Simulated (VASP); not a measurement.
Write the native input for VASP 6.6.1 that does the following.

- Task: single point
- Functional: LDA
- Potentials or basis: VASP PAW LDA potentials, release 64 (Te, Mo_sv)
- Cutoff: 520 eV
- k mesh: 6 × 6 × 2
- Occupations: gaussian, width 0.1 eV
- Spin: no spin polarisation
- Dipole correction: no
- Further INCAR settings: ALGO = Normal; EDIFF = 1e-07; NBANDS = 35

The structure of Te2Mo lies in POSCAR:

```
Te2Mo
1.0
    3.5656545600      0.0000000000      0.0000000000
   -1.7828272800      3.0879474300      0.0000000000
    0.0000000000      0.0000000000     14.6477784100
Te Mo
4 2
Direct
    0.3333333300      0.6666666700      0.6278226900
    0.6666666700      0.3333333300      0.1278226900
    0.6666666700      0.3333333300      0.3721773100
    0.3333333300      0.6666666700      0.8721773100
    0.3333333300      0.6666666700      0.2500000000
    0.6666666700      0.3333333300      0.7500000000
```

The input as run:

INCAR

```
SYSTEM = Te2Mo
ALGO = Normal
EDIFF = 1E-7
ENCUT = 520
ISIF = 2
ISMEAR = 0
LASPH = .TRUE.
LCHARG = .FALSE.
LREAL = .FALSE.
LWAVE = .FALSE.
NBANDS = 35
NELM = 100
PREC = Accurate
SIGMA = 0.1
```

KPOINTS

```
k-points
0
G
  6 6 2
  0 0 0
```

Potentials or basis: VASP PAW LDA potentials, release 64 (Te, Mo_sv).

The run is started by

```console
$ cat potpaw_LDA.64/Te/POTCAR potpaw_LDA.64/Mo_sv/POTCAR > POTCAR
$ mpirun -np 1 vasp_std > vasp.out
```

It gave:

```
Pressure               : -4.4 GPa
Largest force          : 0.258 eV/Å
Band gap on the k mesh : 0.91 eV (least direct gap 0.97 eV)
```

Caveat: the cell stands under tension; spin-orbit coupling is left out, which moves the levels of the heavy elements.

It took 120 s on 1 thread of AMD EPYC 7R13, on a shared host, peak memory 0.23 GiB.
